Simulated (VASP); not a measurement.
Write the native input for VASP 6.6.1 that does the following.

| Item | Value |
| --- | --- |
| Task | single point |
| Functional | PBE |
| Potentials or basis | VASP PAW PBE potentials, release 64 (Li_sv, S) |
| Cutoff | 520 eV |
| k mesh | 6 × 6 × 4 |
| Occupations | gaussian, width 0.1 eV |
| Spin | no spin polarisation |
| Dipole correction | no |
| Further INCAR settings | ALGO = Normal; EDIFF = 1e-06; NBANDS = 18 |

The structure of Li3S2 lies in POSCAR:

```
Li3S2
1.0
    4.3124480694      0.2098936417     -0.5940046907
   -1.9691947353      3.3686236630      0.3488421466
   -0.7989607675      0.0805187526      5.3629062731
Li S
3 2
Direct
   -0.0002027482     -0.0001609334      0.0001269998
    0.3142619789      0.7439615618      0.6870138665
    0.6858380571      0.2560280040      0.3130922591
    0.2850684615      0.5598130118      0.2508966401
    0.7150342507      0.4403583558      0.7488702345
```

These files were run (other wordings do the same):

INCAR

```
  PREC = Accurate
  ENCUT = 520
  EDIFF = 1E-6
  ISMEAR = 0
  SIGMA = 0.1
  LREAL = F
  LASPH = T
  NELM = 80
  ALGO = Normal
  ISIF = 2
  LWAVE = F
  LCHARG = T
  GGA = PE
  LELF = T
  LVHAR = T
  NBANDS = 18
```

KPOINTS

```
Automatic mesh
0
Gamma
  6 6 4
```

Potentials or basis: VASP PAW PBE potentials, release 64 (Li_sv, S).

Run with:

```sh
$ cat potpaw_PBE.64/Li_sv/POTCAR potpaw_PBE.64/S/POTCAR > POTCAR
$ mpirun -np 1 vasp_std > vasp.out
```

It gave:

```
Largest force : 0.017 eV/Å
```

Run time: 69 s on 1 thread of Intel(R) Xeon(R) Platinum 8259CL CPU @ 2.50GHz (Skylake/Cascade Lake), with other jobs on the host, peak memory 0.23 GiB.
